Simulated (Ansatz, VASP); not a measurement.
**PbSe in VASP and in Ansatz**

```
Pb Se
1.0
     3.96866    0.00000    0.00000
     0.00000    3.96866    0.00000
     0.00000    0.00000    3.96866
Pb Se
1 1
Direct
  0.00000 0.00000 0.00000
  0.50000 0.50000 0.50000
```

Alike in both runs: task single point; functional PBEsol; k mesh 12 × 12 × 12; occupations gaussian, width 0.1 eV; no spin polarisation.

|  | VASP | Ansatz |
| --- | --- | --- |
| version | VASP 6.6.1 | Ansatz 0.2.0 |
| potentials or method | VASP PAW PBE potentials, release 64 (Pb_d, Se), cutoff 520 eV | scalar-relativistic, plane waves, PAW |
| valence electrons in the cell | 20 | 30 |

```csv
,VASP,Ansatz,Ansatz less VASP
gap on the k mesh at the Fermi level (eV),none,none,-
pressure (GPa),-7.5,-7.5,+0.02
```

VASP's potentials were made for PBE, not for PBEsol. A gap of «none» marks a metal or a gap that the smearing closes. VASP's potentials hold 20 valence electrons a cell and Ansatz's 30, so a difference there can come from the potentials and not from the codes.

Spin-orbit coupling is off throughout.
